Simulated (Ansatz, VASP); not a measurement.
## One calculation of K2Nb2O, two programs

```
K Nb O
1.0
    -3.08973    3.08973    3.23650
     3.08973   -3.08973    3.23650
     3.08973    3.08973   -3.23650
K Nb O
2 2 1
Direct
  0.50000 0.00000 0.50000
  0.00000 0.50000 0.50000
  0.23015 0.23015 0.00000
  0.76985 0.76985 0.00000
  0.00000 0.00000 0.00000
```

Alike in both runs: task single point; functional PBE; k mesh 4 × 4 × 4; occupations gaussian, width 0.1 eV; collinear spin.

```csv
,VASP,Ansatz
version,VASP 6.6.1,Ansatz 0.2.0
potentials or method,"VASP PAW PBE potentials, release 64 (K_sv, Nb_sv, O), cutoff 520 eV","scalar-relativistic, plane waves, PAW"
valence electrons in the cell,50,50
```

VASP gave:

```
gap on the k mesh at the Fermi level (eV)                     : none
rms of the force components (eV/Å)                            : 10.153
net moment per atom (μB)                                      : 0.85
size of the moment on the site where the two differ most (μB) : 1.39
```

Question: Which values does Ansatz return?

Answer: gap on the k mesh at the Fermi level (eV): none; rms of the force components (eV/Å): 10.035; net moment per atom (μB): 0.86; size of the moment on the site where the two differ most (μB): 0.37.

Site moments also hang on the region over which each program counts them. Atom by atom the forces differ by 0.118 eV/Å (rms over components). A gap of «none» marks a metal or a gap that the smearing closes. Ansatz's warnings: no starting moments.
